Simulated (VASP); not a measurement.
# Ti (Im-3m) in VASP: further runs, part 2 of 3

VASP 6.6.1. Earlier steps stand in the parts before.

## Step 4: Electric field gradients, PBEsol (volume scaled by 0.99)

INCAR reads:

```
SYSTEM = Ti
ALGO     = Normal         ! electronic algorithm
EDIFF    = 1E-8           ! SCF threshold, eV
ENCUT    = 520            ! plane-wave cutoff, eV
GGA      = PS             ! functional
ISIF     = 2              ! what is computed and relaxed
ISMEAR   = -1             ! smearing method
LASPH    = .True.         ! aspherical terms in the spheres
LCHARG   = .False.        ! write CHGCAR
LEFG     = .True.       
LREAL    = .False.        ! projectors in reciprocal space
LWAVE    = .False.        ! write WAVECAR
NBANDS   = 12             ! bands
NELM     = 60             ! most SCF steps
PREC     = Accurate       ! precision mode
SIGMA    = 0.05           ! smearing width, eV
```

KPOINTS reads:

```
k-points
0
Gamma
  14 14 14
  0 0 0
```

POSCAR reads:

```
Ti
1.0
   -1.6355116647      1.6355116647      1.6355116647
    1.6355116647     -1.6355116647      1.6355116647
    1.6355116647      1.6355116647     -1.6355116647
Ti
1
Direct
    0.0000000000      0.0000000000      0.0000000000
```

Potentials or basis: VASP PAW PBE potentials, release 64 (Ti_sv).

Started as:

```console
$ cat potpaw_PBE.64/Ti_sv/POTCAR > POTCAR
$ mpirun -np 1 vasp_std > vasp.out
```

OUTCAR:

```text
SYSTEM = Ti
   EDIFF = 1E-8
   ENCUT = 520
   GGA = PS
   ISIF = 2
   ISMEAR = -1
   LASPH = .True.
   LREAL = .False.
   NELM = 60
   PREC = Accurate

 ion  position               nearest neighbor table
   1  0.000  0.000  0.000-

  LATTYP: Found a body centered cubic cell.
 ALAT       =     3.2710233294

  Lattice vectors:

 A1 = (  -1.6355116647,   1.6355116647,   1.6355116647)
 A2 = (   1.6355116647,  -1.6355116647,   1.6355116647)
 A3 = (   1.6355116647,   1.6355116647,  -1.6355116647)

Analysis of symmetry for initial positions (statically):
=====================================================================
 Subroutine PRICEL returns:
 Original cell was already a primitive cell.

 Routine SETGRP: Setting up the symmetry group for a
 body centered cubic supercell.

 Subroutine GETGRP returns: Found 48 space group operations
 (whereof 48 operations were pure point group operations)
 out of a pool of 48 trial point group operations.

The static configuration has the point symmetry O_h .

Analysis of symmetry for dynamics (positions and initial velocities):
=====================================================================
 Subroutine PRICEL returns:
 Original cell was already a primitive cell.

 Routine SETGRP: Setting up the symmetry group for a
 body centered cubic supercell.

 Subroutine GETGRP returns: Found 48 space group operations
 (whereof 48 operations were pure point group operations)
 out of a pool of 48 trial point group operations.

The dynamic configuration has the point symmetry O_h .

 Subroutine INISYM returns: Found 48 space group operations
 (whereof 48 operations are pure point group operations),
 and found     1 'primitive' translations

[... 154 lines left out ...]
      6       8.8550      0.00000
      7       8.8550      0.00000
      8       8.8550      0.00000
      9      10.6106      0.00000
     10      10.6106      0.00000
     11      25.2467      0.00000
     12      25.2467      0.00000
[... 331 lines left out ...]
 k-point    24 :       0.3571    0.2857    0.0000
  band No.  band energies     occupation
      1     -48.2895      2.00000
      2     -24.8997      2.00000
      3     -24.7964      2.00000
      4     -24.4747      2.00000
      5       6.7801      2.00000
      6       7.3424      1.99995
      7       7.5254      1.99794
      8      10.7119      0.00000
      9      10.9433      0.00000
     10      14.9688      0.00000
     11      16.2782      0.00000
     12      17.2987      0.00000

 [... further k-points ...]
[... 5 lines left out ...]
  --------------------------------------------------------------------------------------
  -------------------------------------------------------------------------------------
  Total       -0.6474080     -0.6474080     -0.6474080     -0.0000000      0.0000000     -0.0000000
  in kB      -59.2744752    -59.2744752    -59.2744752     -0.0000000      0.0000000     -0.0000000
  external PRESSURE =     -59.2744752 kB  Pullay stress =       0.0000000 kB

 VOLUME and BASIS-vectors are now :
 -----------------------------------------------------------------------------
  energy-cutoff  :      520.00
  volume of cell :       17.50
      direct lattice vectors                 reciprocal lattice vectors
    -1.635511665  1.635511665  1.635511665     0.000000000  0.305714726  0.305714726
     1.635511665 -1.635511665  1.635511665     0.305714726  0.000000000  0.305714726
     1.635511665  1.635511665 -1.635511665     0.305714726  0.305714726  0.000000000

 POSITION                                       TOTAL-FORCE (eV/Angst)
 -----------------------------------------------------------------------------------
      0.00000      0.00000      0.00000         0.000000      0.000000      0.000000
 -----------------------------------------------------------------------------------
    total drift:                               -0.000000      0.000000      0.000000

  FREE ENERGIE OF THE ION-ELECTRON SYSTEM (eV)
  ---------------------------------------------------
  free  energy   TOTEN  =        -8.2248022475 eV

  energy  without entropy=       -8.2042699872  energy(sigma->0) =       -8.21453612

 Electric field gradients (V/A^2)
---------------------------------------------------------------------
 ion       V_xx      V_yy      V_zz      V_xy      V_xz      V_yz
---------------------------------------------------------------------
   1       0.000    -0.000    -0.000     0.000     0.000     0.000
---------------------------------------------------------------------

 Electric field gradients after diagonalization (V/A^2)
 (convention: |V_zz| > |V_xx| > |V_yy|)
----------------------------------------------------------------------
 ion       V_xx      V_yy      V_zz     asymmetry (V_yy - V_xx)/ V_zz
----------------------------------------------------------------------
   1      -0.000    -0.000     0.001       0.000
----------------------------------------------------------------------

           NMR quadrupolar parameters

 Cq : quadrupolar parameter    Cq=e*Q*V_zz/h
 eta: asymmetry parameters     (V_yy - V_xx)/ V_zz
 Q  : nuclear electric quadrupole moment in mb (millibarn)
----------------------------------------------------------------------
 ion       Cq(MHz)       eta       Q (mb)
----------------------------------------------------------------------
   1       0.000       0.000       1.000
----------------------------------------------------------------------
```

OSZICAR:

```text
N       E                     dE             d eps       ncg     rms          rms(c)
DAV:   1     0.864740929493E+02    0.86474E+02   -0.65620E+03  2496   0.119E+03
DAV:   2    -0.513482602363E+01   -0.91609E+02   -0.89170E+02  2540   0.295E+02
DAV:   3    -0.931673573251E+01   -0.41819E+01   -0.41328E+01  3500   0.648E+01
DAV:   4    -0.941796317409E+01   -0.10123E+00   -0.10101E+00  2784   0.861E+00
DAV:   5    -0.942092510974E+01   -0.29619E-02   -0.29618E-02  2976   0.128E+00    0.860E+00
DAV:   6    -0.822229136187E+01    0.11986E+01   -0.28980E+00  2700   0.237E+01    0.205E+00
DAV:   7    -0.821637367898E+01    0.59177E-02   -0.75490E-02  2940   0.280E+00    0.124E+00
DAV:   8    -0.822436333661E+01   -0.79897E-02   -0.35980E-02  2648   0.223E+00    0.109E-01
DAV:   9    -0.822476971861E+01   -0.40638E-03   -0.21470E-03  3008   0.455E-01    0.725E-02
DAV:  10    -0.822481336529E+01   -0.43647E-04   -0.30968E-04  2668   0.188E-01    0.194E-02
DAV:  11    -0.822480229471E+01    0.11071E-04   -0.37605E-05  2808   0.920E-02    0.992E-03
DAV:  12    -0.822480218111E+01    0.11360E-06   -0.25206E-06  3004   0.170E-02    0.823E-04
DAV:  13    -0.822480240265E+01   -0.22154E-06   -0.17881E-07  3008   0.375E-03    0.253E-03
DAV:  14    -0.822480226039E+01    0.14226E-06   -0.10459E-07  2576   0.415E-03    0.246E-04
DAV:  15    -0.822480224795E+01    0.12447E-07   -0.23350E-09  1744   0.568E-04    0.359E-05
DAV:  16    -0.822480224754E+01    0.41200E-09   -0.35217E-10  1300   0.241E-04
   1 F= -.82248022E+01 E0= -.82145361E+01  d E =-.205323E-01
```

stdout:

```text
POSCAR found type information on POSCAR Ti
 POSCAR found :  1 types and       1 ions
 scaLAPACK will be used
 -----------------------------------------------------------------------------
|                                                                             |
|                                                                             |
|     You enforced a specific xc type in the INCAR file but a different       |
|     I HOPE YOU KNOW WHAT YOU ARE DOING!                                     |
|                                                                             |
 -----------------------------------------------------------------------------

 LDA part: xc-table for (Slater+PW92), standard interpolation
 POSCAR, INCAR and KPOINTS ok, starting setup
 FFT: planning ... GRIDC
 FFT: planning ... GRID_SOFT
 FFT: planning ... GRID
 WAVECAR not read
 entering main loop
ion   1
```

Wall time 8.3 s (1 thread of Intel Xeon 6975P-C (Granite Rapids), shared host); peak memory 0.14 GiB.

What came out:

```
Free energy            : -8.2248 eV
Pressure               : -5.9 GPa
Band gap on the k mesh : zero (band 6 reaches 8.86 eV, above the bottom of band 7 at 7.22 eV)
```

Levels at points of the mesh, in eV from the Fermi level:
```csv
k point,band 3,band 4,band 5,band 6,band 7,band 8,band 9,band 10
"(0.00, 0.00, 0.00)",-32.26,-32.26,-5.93,0.99,0.99,0.99,2.74,2.74
"(0.50, 0.00, 0.00)",-32.47,-32.27,-2.43,-0.39,1.14,2.72,3.07,4.26
"(0.50, 0.50, 0.50)",-32.72,-32.72,-2.07,-2.07,3.91,3.91,3.91,8.30
```

Caveat: without QUAD_EFG the Cq values of the log hold for a quadrupole moment of 1 mb, not for the nuclei; the PAW data sets were made with another functional, which shifts forces and pressure a little.

[end of part 2 of 3]
